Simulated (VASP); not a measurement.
# GaCo (Pm-3m) in VASP: further runs, part 2 of 3

VASP 6.6.1. The steps go on from the part before.

## Step 3: Single point, r2SCAN, collinear spin, ferromagnetic start

This run uses another cell than the first one, of 10.63 Å³/atom, 1.033 times its volume.

File POSCAR:

```
GaCo
1.0
    2.7704801711      0.0000000000      0.0000000000
    0.0000000000      2.7704801711      0.0000000000
    0.0000000000      0.0000000000      2.7704801711
Ga Co
1 1
Direct
    0.5000000000      0.5000000000      0.5000000000
    0.0000000000      0.0000000000      0.0000000000
```

File INCAR.step1:

```
PREC = Accurate
ENCUT = 520
ISMEAR = -1
SIGMA = 0.05
LREAL = F
LASPH = T
NELM = 150
ISPIN = 2
MAGMOM = 0 2
LMAXMIX = 4
NBANDS = 22
GGA = PE
ALGO = Normal
EDIFF = 1E-4
LWAVE = T
LCHARG = F
```

File INCAR.step2:

```
PREC = Accurate
ENCUT = 520
EDIFF = 1E-6
ISMEAR = -1
SIGMA = 0.05
LREAL = F
LASPH = T
NELM = 150
ALGO = Normal
ISIF = 2
LWAVE = F
LCHARG = F
ISPIN = 2
MAGMOM = 0 2
LORBIT = 11
LMAXMIX = 4
METAGGA = R2SCAN
LMIXTAU = T
NBANDS = 22
ISTART = 1
```

File KPOINTS:

```
Automatic mesh
0
Gamma
  9 9 9
```

Potentials or basis: VASP PAW PBE potentials, release 64 (Ga_d, Co).

Started as:

```console
$ cat potpaw_PBE.64/Ga_d/POTCAR potpaw_PBE.64/Co/POTCAR > POTCAR
$ cp INCAR.step1 INCAR
$ mpirun -np 1 vasp_std > vasp.out
$ cp INCAR.step2 INCAR
$ mpirun -np 1 vasp_std > vasp.out
```

OUTCAR:

```text
PREC = Accurate
   ENCUT = 520
   EDIFF = 1E-6
   ISMEAR = -1
   LREAL = F
   LASPH = T
   NELM = 150
   ISIF = 2
   ISPIN = 2
   LORBIT = 11
   METAGGA = R2SCAN
   ISTART = 1

 ion  position               nearest neighbor table
   1  0.500  0.500  0.500-   2 2.40   2 2.40   2 2.40   2 2.40   2 2.40   2 2.40   2 2.40   2 2.40

   2  0.000  0.000  0.000-   1 2.40   1 2.40   1 2.40   1 2.40   1 2.40   1 2.40   1 2.40   1 2.40

  LATTYP: Found a simple cubic cell.
 ALAT       =     2.7704801711

[... 1417 lines left out ...]
  external PRESSURE =     192.8867625 kB  Pullay stress =       0.0000000 kB

 VOLUME and BASIS-vectors are now :
 -----------------------------------------------------------------------------
  energy-cutoff  :      520.00
  volume of cell :       21.26
      direct lattice vectors                 reciprocal lattice vectors
     2.770480171  0.000000000  0.000000000     0.360948261  0.000000000  0.000000000
     0.000000000  2.770480171  0.000000000     0.000000000  0.360948261  0.000000000
     0.000000000  0.000000000  2.770480171     0.000000000  0.000000000  0.360948261

 POSITION                                       TOTAL-FORCE (eV/Angst)
 -----------------------------------------------------------------------------------
      1.38524      1.38524      1.38524         0.000000      0.000000      0.000000
      0.00000      0.00000      0.00000         0.000000      0.000000      0.000000
 -----------------------------------------------------------------------------------
    total drift:                                0.000000      0.000000     -0.000000

  FREE ENERGIE OF THE ION-ELECTRON SYSTEM (eV)
  ---------------------------------------------------
  free  energy   TOTEN  =       -24.9537911729 eV

  energy  without entropy=      -24.9474845020  energy(sigma->0) =      -24.95063784

 total charge

# of ion       s       p       d       tot
------------------------------------------
    1        0.839   1.004  10.110  11.953
    2        0.447   0.587   7.599   8.633
--------------------------------------------------
tot          1.285   1.591  17.709  20.585

 magnetization (x)

# of ion       s       p       d       tot
------------------------------------------
    1       -0.000  -0.000  -0.000  -0.000
    2       -0.000  -0.000   0.003   0.002
--------------------------------------------------
tot         -0.000  -0.000   0.002   0.002
```

OUTCAR.step1:

```text
PREC = Accurate
   ENCUT = 520
   ISMEAR = -1
   LREAL = F
   LASPH = T
   NELM = 150
[... 1441 lines left out ...]
 -----------------------------------------------------------------------------------
      1.38524      1.38524      1.38524         0.000000      0.000000      0.000000
      0.00000      0.00000      0.00000         0.000000      0.000000      0.000000
 -----------------------------------------------------------------------------------
    total drift:                                0.000000      0.000000     -0.000000

  FREE ENERGIE OF THE ION-ELECTRON SYSTEM (eV)
  ---------------------------------------------------
  free  energy   TOTEN  =       -10.2724817312 eV

  energy  without entropy=      -10.2636857248  energy(sigma->0) =      -10.26808373
```

OSZICAR.step1:

```text
N       E                     dE             d eps       ncg     rms          rms(c)
DAV:   1     0.114841482360E+03    0.11484E+03   -0.95767E+03  3566   0.185E+03
DAV:   2    -0.127193881060E+01   -0.11611E+03   -0.10851E+03  3134   0.319E+02
DAV:   3    -0.106627211288E+02   -0.93908E+01   -0.92146E+01  3572   0.780E+01
DAV:   4    -0.108204182560E+02   -0.15770E+00   -0.15757E+00  3558   0.102E+01
DAV:   5    -0.108258448924E+02   -0.54266E-02   -0.54262E-02  4258   0.173E+00    0.116E+01
DAV:   6    -0.115293675992E+02   -0.70352E+00   -0.11750E+01  3736   0.395E+01    0.884E+00
DAV:   7    -0.103028363710E+02    0.12265E+01   -0.47033E+00  3682   0.297E+01    0.279E+00
DAV:   8    -0.102754835539E+02    0.27353E-01   -0.15044E-01  4062   0.360E+00    0.953E-01
DAV:   9    -0.102729168814E+02    0.25667E-02   -0.14372E-02  4538   0.917E-01    0.460E-01
DAV:  10    -0.102724460034E+02    0.47088E-03   -0.27583E-03  4778   0.456E-01    0.118E-01
DAV:  11    -0.102724817312E+02   -0.35728E-04   -0.13368E-04  2658   0.122E-01
   1 F= -.10272482E+02 E0= -.10268084E+02  d E =-.879601E-02  mag=     0.0015
```

It took 53 s on 1 thread of Intel Xeon Platinum 8375C at 2.90GHz (Ice Lake), shared host; peak memory 0.17 GiB.

Results:

```
Free energy                                           : -24.9538 eV
Pressure                                              : 19.3 GPa
Band gap on the k mesh                                : zero (filled and empty bands overlap)
Net moment                                            : 0.00 μB per cell
Valence electrons inside the program's atomic spheres : Ga 11.95; Co 8.63
```

Levels at points of the mesh, in eV from the Fermi level:
Spin up:
| k point | band 7 | band 8 | band 9 | band 10 | band 11 | band 12 | band 13 | band 14 | band 15 | band 16 |
| --- | --- | --- | --- | --- | --- | --- | --- | --- | --- | --- |
| (0.00, 0.00, 0.00) | -3.09 | -3.09 | -1.03 | -1.03 | -1.03 | 5.93 | 5.93 | 5.93 | 12.09 | 12.09 |
Spin down:
| k point | band 9 | band 10 | band 11 | band 12 | band 13 | band 14 |
| --- | --- | --- | --- | --- | --- | --- |
| (0.00, 0.00, 0.00) | -1.03 | -1.03 | -1.03 | 5.93 | 5.93 | 5.93 |

Caveat: the starting moments collapsed, and a magnetic state may lie lower; the PAW data sets were made with another functional, which shifts forces and pressure a little.

## Step 4: Single point, r2SCAN, collinear spin, ferromagnetic start

This run uses another cell than the first one, of 11.05 Å³/atom, 1.074 times its volume.

File POSCAR:

```
GaCo
1.0
    2.8061439152      0.0000000000      0.0000000000
    0.0000000000      2.8061439152      0.0000000000
    0.0000000000      0.0000000000      2.8061439152
Ga Co
1 1
Direct
    0.5000000000      0.5000000000      0.5000000000
    0.0000000000      0.0000000000      0.0000000000
```

File INCAR.step1:

```
  PREC = Accurate
  ENCUT = 520
  ISMEAR = -1
  SIGMA = 0.05
  LREAL = False
  LASPH = True
  NELM = 150
  ISPIN = 2
  MAGMOM = 0 2
  LMAXMIX = 4
  NBANDS = 22
  GGA = PE
  ALGO = Normal
  EDIFF = 1E-4
  LWAVE = True
  LCHARG = False
```

File INCAR.step2:

```
  PREC = Accurate
  ENCUT = 520
  EDIFF = 1E-7
  ISMEAR = -1
  SIGMA = 0.05
  LREAL = False
  LASPH = True
  NELM = 150
  ALGO = Normal
  ISIF = 2
  LWAVE = False
  LCHARG = False
  ISPIN = 2
  MAGMOM = 0 2
  LORBIT = 11
  LMAXMIX = 4
  METAGGA = R2SCAN
  LMIXTAU = True
  NBANDS = 22
  ISTART = 1
```

File KPOINTS:

```
regular mesh
0
Gamma
  9 9 9
```

Potentials or basis: VASP PAW PBE potentials, release 64 (Ga_d, Co).

Started as:

```console
$ cat potpaw_PBE.64/Ga_d/POTCAR potpaw_PBE.64/Co/POTCAR > POTCAR
$ cp INCAR.step1 INCAR
$ mpirun -np 1 vasp_std > vasp.out
$ cp INCAR.step2 INCAR
$ mpirun -np 1 vasp_std > vasp.out
```

OUTCAR:

```text
PREC = Accurate
   ENCUT = 520
   EDIFF = 1E-7
   ISMEAR = -1
   LREAL = False
   LASPH = True
   NELM = 150
   ISIF = 2
   ISPIN = 2
   LORBIT = 11
   METAGGA = R2SCAN
   ISTART = 1

 ion  position               nearest neighbor table
   1  0.500  0.500  0.500-   2 2.43   2 2.43   2 2.43   2 2.43   2 2.43   2 2.43   2 2.43   2 2.43

   2  0.000  0.000  0.000-   1 2.43   1 2.43   1 2.43   1 2.43   1 2.43   1 2.43   1 2.43   1 2.43

  LATTYP: Found a simple cubic cell.
 ALAT       =     2.8061439152

  Lattice vectors:

 A1 = (   2.8061439152,   0.0000000000,   0.0000000000)
 A2 = (   0.0000000000,   2.8061439152,   0.0000000000)
 A3 = (   0.0000000000,   0.0000000000,   2.8061439152)

Analysis of symmetry for initial positions (statically):
=====================================================================
 Subroutine PRICEL returns:
 Original cell was already a primitive cell.

 Routine SETGRP: Setting up the symmetry group for a
[... 801 lines left out ...]
      3      -4.6973      1.00000
      4      -4.6973      1.00000
      5      -4.6973      1.00000
      6      -2.6250      1.00000
[... 589 lines left out ...]
     21      36.6202      0.00000
     22      38.3754      0.00000

 [... further k-points ...]

------------------------ aborting loop because EDIFF is reached ----------------------------------------

  FORCE on cell =-STRESS in cart. coord.  units (eV):
  Direction    XX          YY          ZZ          XY          YZ          ZX
  --------------------------------------------------------------------------------------
  -------------------------------------------------------------------------------------
  Total        1.2543828      1.2543828      1.2543828      0.0000000      0.0000000      0.0000000
  in kB       90.9517095     90.9517095     90.9517095      0.0000000      0.0000000      0.0000000
  external PRESSURE =      90.9517095 kB  Pullay stress =       0.0000000 kB

 VOLUME and BASIS-vectors are now :
 -----------------------------------------------------------------------------
  energy-cutoff  :      520.00
  volume of cell :       22.10
      direct lattice vectors                 reciprocal lattice vectors
     2.806143915  0.000000000  0.000000000     0.356360910  0.000000000  0.000000000
     0.000000000  2.806143915  0.000000000     0.000000000  0.356360910  0.000000000
     0.000000000  0.000000000  2.806143915     0.000000000  0.000000000  0.356360910

 POSITION                                       TOTAL-FORCE (eV/Angst)
 -----------------------------------------------------------------------------------
      1.40307      1.40307      1.40307         0.000000      0.000000      0.000000
      0.00000      0.00000      0.00000         0.000000      0.000000      0.000000
 -----------------------------------------------------------------------------------
    total drift:                                0.000000      0.000000     -0.000000

  FREE ENERGIE OF THE ION-ELECTRON SYSTEM (eV)
  ---------------------------------------------------
  free  energy   TOTEN  =       -25.0263431030 eV

  energy  without entropy=      -25.0196315316  energy(sigma->0) =      -25.02298732

 total charge

# of ion       s       p       d       tot
------------------------------------------
    1        0.830   0.960  10.091  11.882
    2        0.431   0.551   7.564   8.546
--------------------------------------------------
tot          1.261   1.511  17.655  20.428

 magnetization (x)

# of ion       s       p       d       tot
------------------------------------------
    1       -0.000  -0.000  -0.000  -0.000
    2       -0.000  -0.000   0.000   0.000
--------------------------------------------------
tot         -0.000  -0.000   0.000   0.000
```

It took 90 s on 1 thread of Intel Xeon Platinum 8375C at 2.90GHz (Ice Lake), shared host; peak memory 0.18 GiB.

Results:

* Free energy: -25.0263 eV
* Pressure: 9.1 GPa
* Band gap on the k mesh: zero (filled and empty bands overlap)
* Net moment: 0.00 μB per cell
* Valence electrons inside the program's atomic spheres: Ga 11.88; Co 8.55

Caveat: the starting moments collapsed, and a magnetic state may lie lower; the PAW data sets were made with another functional, which shifts forces and pressure a little.

(Part 2 of 3 ends here.)
